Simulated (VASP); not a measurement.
# ZnPdC4N4 (P-43m) in VASP: a series of runs

ZnPdC4N4 is run at these levels: PBE; tasks: single point.

All numbers are computed with VASP 6.6.1; they aren't measurements. Logs are shortened: lines on timing, memory, paths and dates and some standing lists are left out, and cuts for length are marked.

## (1) The cell of the first run

It takes space group P-43m (No. 215, cubic). Conventional cell: a = 5.909 Å, b = 5.909 Å, c = 5.909 Å, α = 90.00°, β = 90.00°, γ = 90.00°. Zn (site symmetry -43m) has 4 C at 1.92 Å within 2.5 Å. Within 2.7 Å of Pd (site symmetry -43m) lie 4 N at 2.03 Å. C (site symmetry 3m) has 1 N at 1.17 Å within 1.6 Å. N (site symmetry 3m) has 1 C at 1.17 Å within 1.6 Å.

## (2) Single point, PBE

Contents of INCAR:

```
PREC     = Accurate       # precision mode
ENCUT    = 520            # plane-wave cutoff, eV
EDIFF    = 1E-7           # SCF threshold, eV
ISMEAR   = 0              # smearing method
SIGMA    = 0.1            # smearing width, eV
LREAL    = False          # projectors in reciprocal space
LASPH    = True           # aspherical terms in the spheres
NELM     = 80             # most SCF steps
ALGO     = Normal         # electronic algorithm
ISIF     = 2              # what is computed and relaxed
LWAVE    = False          # write WAVECAR
LCHARG   = True           # write CHGCAR
GGA      = PE             # functional
LELF     = True           # ELF
LVHAR    = True         
NBANDS   = 40             # bands
```

Contents of KPOINTS:

```
Automatic mesh
0
Gamma
  4 4 4
```

Contents of POSCAR:

```
ZnPdC4N4
1.0
    5.9086026500      0.0000000000      0.0000000000
    0.0000000000      5.9086026500      0.0000000000
    0.0000000000      0.0000000000      5.9086026500
Zn Pd C N
1 1 4 4
Direct
    0.0000000000      0.0000000000      0.0000000000
    0.5000000000      0.5000000000      0.5000000000
    0.1873167900      0.1873167900      0.1873167900
    0.1873167900      0.8126832100      0.8126832100
    0.8126832100      0.1873167900      0.8126832100
    0.8126832100      0.8126832100      0.1873167900
    0.3016415900      0.3016415900      0.3016415900
    0.3016415900      0.6983584100      0.6983584100
    0.6983584100      0.3016415900      0.6983584100
    0.6983584100      0.6983584100      0.3016415900
```

Potentials or basis: VASP PAW PBE potentials, release 64 (Zn, Pd, C, N).

Launch:

```bash
$ cat potpaw_PBE.64/Zn/POTCAR potpaw_PBE.64/Pd/POTCAR potpaw_PBE.64/C/POTCAR potpaw_PBE.64/N/POTCAR > POTCAR
$ mpirun -np 1 vasp_std > vasp.out
```

OUTCAR:

```text
PREC = Accurate
   ENCUT = 520
   EDIFF = 1E-7
   ISMEAR = 0
   LREAL = False
   LASPH = True
   NELM = 80
   ISIF = 2
   GGA = PE

 ion  position               nearest neighbor table
   1  0.000  0.000  0.000-   3 1.92   4 1.92   5 1.92   6 1.92
   2  0.500  0.500  0.500-   7 2.03   8 2.03   9 2.03  10 2.03
   3  0.187  0.187  0.187-   7 1.17   1 1.92
   4  0.187  0.813  0.813-   8 1.17   1 1.92
   5  0.813  0.187  0.813-   9 1.17   1 1.92
   6  0.813  0.813  0.187-  10 1.17   1 1.92
   7  0.302  0.302  0.302-   3 1.17   2 2.03
   8  0.302  0.698  0.698-   4 1.17   2 2.03
   9  0.698  0.302  0.698-   5 1.17   2 2.03
  10  0.698  0.698  0.302-   6 1.17   2 2.03

  LATTYP: Found a simple cubic cell.
 ALAT       =     5.9086026500

  Lattice vectors:

 A1 = (   5.9086026500,   0.0000000000,   0.0000000000)
 A2 = (   0.0000000000,   5.9086026500,   0.0000000000)
 A3 = (   0.0000000000,   0.0000000000,   5.9086026500)

Analysis of symmetry for initial positions (statically):
=====================================================================
 Subroutine PRICEL returns:
 Original cell was already a primitive cell.

 Routine SETGRP: Setting up the symmetry group for a
 simple cubic supercell.

 Subroutine GETGRP returns: Found 24 space group operations
 (whereof 24 operations were pure point group operations)
 out of a pool of 48 trial point group operations.

The static configuration has the point symmetry T_d .

Analysis of symmetry for dynamics (positions and initial velocities):
=====================================================================
 Subroutine PRICEL returns:
 Original cell was already a primitive cell.

 Routine SETGRP: Setting up the symmetry group for a
 simple cubic supercell.

 Subroutine GETGRP returns: Found 24 space group operations
 (whereof 24 operations were pure point group operations)
 out of a pool of 48 trial point group operations.

The dynamic configuration has the point symmetry T_d .

 Subroutine INISYM returns: Found 24 space group operations
 (whereof 24 operations are pure point group operations),
 and found     1 'primitive' translations

[... 98 lines left out ...]
   NSW    =      0    number of steps for IOM
   IBRION =     -1    ionic relax: 0-MD 1-quasi-New 2-CG
   NFREE  =      0    steps in history (QN), initial steepest desc. (CG)
   ISIF   =      2    stress and relaxation
   ISYM   =      2    0-nonsym 1-usesym 2-fastsym
   POTIM  = 0.5000    time-step for ionic-motion
   TEBEG  =    0.0;   TEEND  =   0.0 temperature during run
   PSTRESS=    0.0 pullay stress
   NELECT =      58.0000    total number of electrons
   NUPDOWN=      -1.0000    fix difference up-down
   EMIN   =  10.00;   EMAX   =-10.00  energy-range for DOS
   EFERMI =   0.00;   METHOD = LEGACY
   ISMEAR =     0;   SIGMA  =   0.10  broadening in eV -4-tet -1-fermi 0-gaus
   EFERMI_NEDOS =   21; number of points for ismear=-14 and -15
   IALGO  =     38    algorithm
   IMIX   =      4    mixing-type and parameters
     AMIX     =   0.40;   BMIX     =  1.00
     AMIX_MAG =   1.60;   BMIX_MAG =  1.00
  volume/ion in A,a.u.               =      20.63       139.20
  Fermi-wavevector in a.u.,A,eV,Ry     =   1.072505  2.026741 15.650336  1.150267
  Thomas-Fermi vector in A             =   2.208277
   LORBIT       =      0    0 simple, 1 ext, 2 COOP (PROOUT), +10 PAW based schemes
   GGA     = PE    functional components
   LHFCALC =     F    Hartree Fock is set to
   AEXX    =    0.0000 exact exchange contribution
   IVDW    =     0    specifies the selected vdW correction
   LEPSILON=     F    determine dielectric tensor
   LRPA    =     F    only Hartree local field effects (RPA)
 non-spin polarized calculation
 Gauss-broadening in eV      SIGMA  =   0.10
  energy-cutoff  :      520.00
  volume of cell :      206.28
 maximum number of plane-waves:      5590
 NGX is ok and might be reduce to    48
   NGX = 21   NGY = 21   NGZ = 21

 number of electron      58.0000004 magnetization

 Free energy of the ion-electron system (eV)
  ---------------------------------------------------
  ext. energy  EPLUGINS =         0.00000000
  ---------------------------------------------------
  free energy    TOTEN  =       -69.76231564 eV

  energy without entropy =      -69.66757992  energy(sigma->0) =      -69.71494778

 E-fermi :  -1.7243     XC(G=0):  -7.2248

 val. band max:       -1.7366059243   @ k =   0.2500   0.2500   0.2500
 cond. band min:      -1.7051580546   @ k =   0.2500   0.2500   0.0000
 fundamental gap:      0.0314478696
 Fermi energy:        -1.7243216519

 k-point     1 :       0.0000    0.0000    0.0000
  band No.  band energies     occupation
      1     -18.7814      2.00000
      2     -18.6715      2.00000
      3     -18.6715      2.00000
      4     -18.6715      2.00000
      5      -9.5859      2.00000
      6      -8.9539      2.00000
[... 419 lines left out ...]
     39       6.1383      0.00000
     40       6.4053      0.00000

------------------------ aborting loop because EDIFF is reached ----------------------------------------

  FORCE on cell =-STRESS in cart. coord.  units (eV):
  Direction    XX          YY          ZZ          XY          YZ          ZX
  --------------------------------------------------------------------------------------
  -------------------------------------------------------------------------------------
  Total        4.5770504      4.5770504      4.5770504      0.0000000      0.0000000      0.0000000
  in kB       35.5501897     35.5501897     35.5501897      0.0000000      0.0000000      0.0000000
  external PRESSURE =      35.5501897 kB  Pullay stress =       0.0000000 kB

 VOLUME and BASIS-vectors are now :
 -----------------------------------------------------------------------------
  energy-cutoff  :      520.00
  volume of cell :      206.28
      direct lattice vectors                 reciprocal lattice vectors
     5.908602650  0.000000000  0.000000000     0.169244754  0.000000000  0.000000000
     0.000000000  5.908602650  0.000000000     0.000000000  0.169244754  0.000000000
     0.000000000  0.000000000  5.908602650     0.000000000  0.000000000  0.169244754

 POSITION                                       TOTAL-FORCE (eV/Angst)
 -----------------------------------------------------------------------------------
      0.00000      0.00000      0.00000        -0.000000      0.000000     -0.000000
      2.95430      2.95430      2.95430        -0.000000      0.000000     -0.000000
      1.10678      1.10678      1.10678         0.465004      0.465004      0.465004
      1.10678      4.80182      4.80182         0.465004     -0.465004     -0.465004
      4.80182      1.10678      4.80182        -0.465004      0.465004     -0.465004
      4.80182      4.80182      1.10678        -0.465004     -0.465004      0.465004
      1.78228      1.78228      1.78228        -0.144616     -0.144616     -0.144616
      1.78228      4.12632      4.12632        -0.144616      0.144616      0.144616
      4.12632      1.78228      4.12632         0.144616     -0.144616      0.144616
      4.12632      4.12632      1.78228         0.144616      0.144616     -0.144616
 -----------------------------------------------------------------------------------
    total drift:                                0.000000      0.000000      0.000000

  FREE ENERGIE OF THE ION-ELECTRON SYSTEM (eV)
  ---------------------------------------------------
  free  energy   TOTEN  =       -69.7623156446 eV

  energy  without entropy=      -69.6675799221  energy(sigma->0) =      -69.71494778
```

Run time: 75 s. Hardware: 1 thread of Intel Xeon Platinum 8488C (Sapphire Rapids), shared host; peak memory 0.36 GiB.

What came out:

- Free energy: -69.7623 eV
- Pressure: 3.6 GPa
- Largest force: 0.805 eV/Å
- Band gap on the k mesh: zero (bands 29 and 30 overlap by 0.33 eV)

Forces in eV/Å, atoms in the order of the input:
```
Zn   0.000  0.000  0.000
Pd   0.000  0.000  0.000
C    0.465  0.465  0.465
C    0.465 -0.465 -0.465
C   -0.465  0.465 -0.465
C   -0.465 -0.465  0.465
N   -0.145 -0.145 -0.145
N   -0.145  0.145  0.145
N    0.145 -0.145  0.145
N    0.145  0.145 -0.145
```

Caveat: the cell stands under pressure.

## (3) Single point, PBE, collinear spin

Contents of INCAR:

```
SYSTEM = ZnPdC4N4
  PREC = Accurate
  ENCUT = 520
  EDIFF = 1E-6
  ISMEAR = 0
  SIGMA = 0.1
  LREAL = .FALSE.
  LASPH = .TRUE.
  NELM = 150
  ALGO = Normal
  ISIF = 2
  LWAVE = .FALSE.
  LCHARG = .TRUE.
  ISPIN = 2
  MAGMOM = 0 1 0 0 0 0 0 0 0 0
  LORBIT = 11
  LMAXMIX = 4
  GGA = PE
  LELF = .TRUE.
  LVHAR = .TRUE.
  NBANDS = 44
```

Contents of KPOINTS:

```
regular mesh
0
G
  4 4 4
  0 0 0
```

POSCAR is that of step 2.

Potentials or basis: VASP PAW PBE potentials, release 64 (Zn, Pd, C, N).

Launch:

```bash
$ cat potpaw_PBE.64/Zn/POTCAR potpaw_PBE.64/Pd/POTCAR potpaw_PBE.64/C/POTCAR potpaw_PBE.64/N/POTCAR > POTCAR
$ mpirun -np 1 vasp_std > vasp.out
```

It took 2.8 min on 1 thread of Intel Xeon Platinum 8488C (Sapphire Rapids), shared host; peak memory 0.47 GiB.

Results (log left out):

```yaml
Free_energy: -70.0715 eV
Pressure: 3.7 GPa
Largest_force: 0.980 eV/Å
Band_gap_on_the_k_mesh: zero (filled and empty bands overlap)
Net_moment: 2.00 μB per cell
Site_moments: Zn +0.03; Pd +1.28; C +0.04; N +0.08 μB
Valence_electrons_inside_the_program's_atomic_spheres: Zn 11.21; Pd 9.34; C 2.59; N 3.88
```

Forces on the atoms (eV/Å):
```
Zn   0.000  0.000  0.000
Pd   0.000  0.000  0.000
C    0.566  0.566  0.566
C    0.566 -0.566 -0.566
C   -0.566  0.566 -0.566
C   -0.566 -0.566  0.566
N   -0.287 -0.287 -0.287
N   -0.287  0.287  0.287
N    0.287 -0.287  0.287
N    0.287  0.287 -0.287
```

Levels at points of the mesh, in eV from the Fermi level:
Spin up:
```csv
k point,band 27,band 28,band 29,band 30,band 31,band 32,band 33,band 34
"(0.00, 0.00, 0.00)",-1.92,-1.03,-1.03,-1.03,4.26,4.26,4.26,4.91
"(0.50, 0.00, 0.00)",-1.62,-0.93,-0.66,-0.66,4.21,4.21,4.53,4.67
"(0.50, 0.50, 0.00)",-1.69,-0.97,-0.65,-0.65,4.44,4.44,4.53,4.59
"(0.50, 0.50, 0.50)",-1.74,-0.98,-0.98,-0.98,4.58,4.58,4.58,5.00
```
Spin down:
```tsv
k point	band 25	band 26	band 27	band 28	band 29	band 30	band 31	band 32
(0.00, 0.00, 0.00)	-2.30	-1.54	-1.53	-0.16	-0.16	-0.16	4.44	4.44
(0.50, 0.00, 0.00)	-2.44	-1.43	-1.31	-0.03	0.16	0.16	4.33	4.33
(0.50, 0.50, 0.00)	-2.42	-1.36	-1.36	-0.06	0.17	0.17	4.53	4.53
(0.50, 0.50, 0.50)	-2.37	-1.39	-1.39	-0.08	-0.08	-0.08	4.72	4.72
```

Caveat: the cell stands under pressure.

## (4) Single point, PBE, collinear spin

This run uses another cell than the first one, of 22.45 Å³/atom.

Contents of INCAR:

```
  PREC = Accurate
  ENCUT = 520
  EDIFF = 1E-7
  ISMEAR = 0
  SIGMA = 0.1
  LREAL = False
  LASPH = True
  NELM = 150
  ALGO = Normal
  ISIF = 2
  LWAVE = False
  LCHARG = True
  ISPIN = 2
  MAGMOM = 0 1 0 0 0 0 0 0 0 0
  LORBIT = 11
  LMAXMIX = 4
  GGA = PE
  LELF = True
  LVHAR = True
  NBANDS = 44
```

Contents of KPOINTS:

```
Automatic mesh
0
Gamma
  4 4 4
```

Contents of POSCAR:

```
ZnPdC4N4
1.0
    6.0777606883      0.0000000000      0.0000000000
    0.0000000000      6.0777606883      0.0000000000
    0.0000000000      0.0000000000      6.0777606883
Zn Pd C N
1 1 4 4
Direct
    0.0000000000      0.0000000000      0.0000000000
    0.5000000000      0.5000000000      0.5000000000
    0.1906034647      0.1906034647      0.1906034647
    0.1906034647      0.8093965353      0.8093965353
    0.8093965353      0.1906034647      0.8093965353
    0.8093965353      0.8093965353      0.1906034647
    0.3014431361      0.3014431361      0.3014431361
    0.3014431361      0.6985568639      0.6985568639
    0.6985568639      0.3014431361      0.6985568639
    0.6985568639      0.6985568639      0.3014431361
```

Potentials or basis: VASP PAW PBE potentials, release 64 (Zn, Pd, C, N).

Launch:

```bash
$ cat potpaw_PBE.64/Zn/POTCAR potpaw_PBE.64/Pd/POTCAR potpaw_PBE.64/C/POTCAR potpaw_PBE.64/N/POTCAR > POTCAR
$ mpirun -np 1 vasp_std > vasp.out
```

OUTCAR:

```text
PREC = Accurate
   ENCUT = 520
   EDIFF = 1E-7
   ISMEAR = 0
   LREAL = False
   LASPH = True
   NELM = 150
   ISIF = 2
   ISPIN = 2
   LORBIT = 11
   GGA = PE

 ion  position               nearest neighbor table
   1  0.000  0.000  0.000-   3 2.01   4 2.01   5 2.01   6 2.01
   2  0.500  0.500  0.500-   7 2.09   8 2.09   9 2.09  10 2.09
   3  0.191  0.191  0.191-   7 1.17   1 2.01
   4  0.191  0.809  0.809-   8 1.17   1 2.01
   5  0.809  0.191  0.809-   9 1.17   1 2.01
   6  0.809  0.809  0.191-  10 1.17   1 2.01
   7  0.301  0.301  0.301-   3 1.17   2 2.09
   8  0.301  0.699  0.699-   4 1.17   2 2.09
   9  0.699  0.301  0.699-   5 1.17   2 2.09
  10  0.699  0.699  0.301-   6 1.17   2 2.09

  LATTYP: Found a simple cubic cell.
 ALAT       =     6.0777606883

  Lattice vectors:

[... 1096 lines left out ...]

 VOLUME and BASIS-vectors are now :
 -----------------------------------------------------------------------------
  energy-cutoff  :      520.00
  volume of cell :      224.51
      direct lattice vectors                 reciprocal lattice vectors
     6.077760688  0.000000000  0.000000000     0.164534283  0.000000000  0.000000000
     0.000000000  6.077760688  0.000000000     0.000000000  0.164534283  0.000000000
     0.000000000  0.000000000  6.077760688     0.000000000  0.000000000  0.164534283

 POSITION                                       TOTAL-FORCE (eV/Angst)
 -----------------------------------------------------------------------------------
      0.00000      0.00000      0.00000        -0.000000      0.000000     -0.000000
      3.03888      3.03888      3.03888        -0.000000      0.000000     -0.000000
      1.15844      1.15844      1.15844        -0.200353     -0.200353     -0.200353
      1.15844      4.91932      4.91932        -0.200353      0.200353      0.200353
      4.91932      1.15844      4.91932         0.200353     -0.200353      0.200353
      4.91932      4.91932      1.15844         0.200353      0.200353     -0.200353
      1.83210      1.83210      1.83210         0.231464      0.231464      0.231464
      1.83210      4.24566      4.24566         0.231464     -0.231464     -0.231464
      4.24566      1.83210      4.24566        -0.231464      0.231464     -0.231464
      4.24566      4.24566      1.83210        -0.231464     -0.231464      0.231464
 -----------------------------------------------------------------------------------
    total drift:                                0.000000      0.000000     -0.000000

  FREE ENERGIE OF THE ION-ELECTRON SYSTEM (eV)
  ---------------------------------------------------
  free  energy   TOTEN  =       -70.3380770800 eV

  energy  without entropy=      -70.2811129289  energy(sigma->0) =      -70.30959500

 total charge

# of ion       s       p       d       tot
------------------------------------------
    1        0.528   0.660   9.776  10.964
    2        0.388   0.549   8.199   9.136
    3        0.963   1.616   0.000   2.579
    4        0.963   1.616   0.000   2.579
    5        0.963   1.616   0.000   2.579
    6        0.963   1.616   0.000   2.579
    7        1.301   2.572   0.000   3.873
    8        1.301   2.572   0.000   3.873
    9        1.301   2.572   0.000   3.873
   10        1.301   2.572   0.000   3.873
--------------------------------------------------
tot          9.973  17.962  17.974  45.910

 magnetization (x)

# of ion       s       p       d       tot
------------------------------------------
    1        0.001   0.010   0.011   0.021
    2        0.003   0.074   1.240   1.317
    3        0.002   0.034   0.000   0.036
    4        0.002   0.034   0.000   0.036
    5        0.002   0.034   0.000   0.036
    6        0.002   0.034   0.000   0.036
    7        0.015   0.065   0.000   0.080
    8        0.015   0.065   0.000   0.080
    9        0.015   0.065   0.000   0.080
   10        0.015   0.065   0.000   0.080
--------------------------------------------------
tot          0.073   0.481   1.250   1.804
```

stdout:

```text
POSCAR found type information on POSCAR ZnPdC N
 POSCAR found :  4 types and      10 ions
 scaLAPACK will be used
 LDA part: xc-table for (Slater+PW92), standard interpolation
 POSCAR, INCAR and KPOINTS ok, starting setup
 FFT: planning ... GRIDC
 FFT: planning ... GRID_SOFT
 FFT: planning ... GRID
 WAVECAR not read
 entering main loop
```

It took 2.8 min on 1 thread of Intel Xeon Platinum 8488C (Sapphire Rapids), shared host; peak memory 0.5 GiB.

What came out:

- Free energy: -70.3381 eV
- Pressure: 0.4 GPa
- Largest force: 0.401 eV/Å
- Band gap on the k mesh: zero (filled and empty bands overlap)
- Net moment: 2.00 μB per cell
- Site moments: Zn +0.02; Pd +1.32; C +0.04; N +0.08 μB
- Valence electrons inside the program's atomic spheres: Zn 10.96; Pd 9.14; C 2.58; N 3.87

Forces on the atoms (eV/Å):
```
Zn   0.000  0.000  0.000
Pd   0.000  0.000  0.000
C   -0.200 -0.200 -0.200
C   -0.200  0.200  0.200
C    0.200 -0.200  0.200
C    0.200  0.200 -0.200
N    0.231  0.231  0.231
N    0.231 -0.231 -0.231
N   -0.231  0.231 -0.231
N   -0.231 -0.231  0.231
```

## (5) Overview

```csv
spin,cell,gap on the mesh (eV),pressure (GPa),moment (μB),largest force (eV/Å)
off,"a = 5.909 Å, 10 atoms, atomic positions A",none,3.6,-,0.81
collinear,"a = 5.909 Å, 10 atoms, atomic positions A",none,3.7,2.00,0.98
collinear,"a = 6.078 Å, 10 atoms, atomic positions B",none,0.4,2.00,0.40
```

Alike in all rows: task single point; level PBE; potentials or basis VASP PAW PBE potentials, release 64 (Zn, Pd, C, N); k mesh 4 × 4 × 4; cutoff (eV) 520; smearing gaussian 0.1 eV.

Caveats: the cell stands under pressure (at least some runs).

Absolute energies hang on the potentials; compare differences alone.

The gap in the log of VASP goes by the Fermi energy; the results here count the filled bands.